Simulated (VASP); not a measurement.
Wanted: the native input for a VASP 6.6.1 run.

```yaml
Task: relaxation of cell and atoms
Functional: LDA
Potentials_or_basis: VASP PAW LDA potentials, release 64 (Rb_sv, Cl)
Cutoff: 500 eV
k_mesh: 6 × 6 × 6
Occupations: gaussian, width 0.01 eV
Spin: no spin polarisation
Target_pressure: 6 GPa
Dipole_correction: no
Further_INCAR_settings: ALGO = Normal; EDIFF = 1e-07; IBRION = 2; EDIFFG = -0.001; NSW = 80; ISIF = 3
```

The structure of RbCl lies in POSCAR:

```
RbCl
1.0
    0.0000000000      3.1885406455      3.1885406455
    3.1885406455      0.0000000000      3.1885406455
    3.1885406455      3.1885406455      0.0000000000
Rb Cl
1 1
Direct
    0.0000000000      0.0000000000      0.0000000000
    0.5000000000      0.5000000000      0.5000000000
```

The input as run:

INCAR

```
ALGO     = Normal         # electronic algorithm
EDIFF    = 1E-7           # SCF threshold, eV
EDIFFG   = -0.001         # ionic threshold
ENCUT    = 500            # plane-wave cutoff, eV
GGA_COMPAT= False        
IBRION   = 2              # ionic algorithm
ISIF     = 3              # what is computed and relaxed
ISMEAR   = 0              # smearing method
LASPH    = True           # aspherical terms in the spheres
LCHARG   = False          # write CHGCAR
LREAL    = False          # projectors in reciprocal space
LWAVE    = False          # write WAVECAR
NELM     = 120            # most SCF steps
NELMIN   = 4            
NSW      = 80             # ionic steps
PREC     = Accurate       # precision mode
PSTRESS  = 60.0         
SIGMA    = 0.01           # smearing width, eV
```

KPOINTS

```
k-points
0
Gamma
  6 6 6
```

Potentials or basis: VASP PAW LDA potentials, release 64 (Rb_sv, Cl).

Run with:

```console
$ cat potpaw_LDA.64/Rb_sv/POTCAR potpaw_LDA.64/Cl/POTCAR > POTCAR
$ mpirun -np 1 vasp_std > vasp.out
```

It gave:

The relaxed volume is 27.29 Å³/atom. The relaxed cell is a = 4.258 Å, b = 4.258 Å, c = 4.258 Å, α = 60.00°, β = 60.00°, γ = 60.00°. The space group after relaxing (to 0.1 Å) is Fm-3m (No. 225), the energy change on relaxing (the run minimises the enthalpy) is +81.4 meV/atom and the ionic steps are 15. The pressure after relaxing is 6.0 GPa and the band gap on the k mesh is 5.44 eV (least direct gap 5.47 eV).

Caveat: the cell is relaxed towards a set pressure, so the run minimises the enthalpy, not the energy; the volume moved by over 15 % at a fixed basis, so the end points are rough.

Run time: 2.2 min on 1 thread of Intel Xeon 8259CL, with other jobs on the host, peak memory 0.19 GiB.
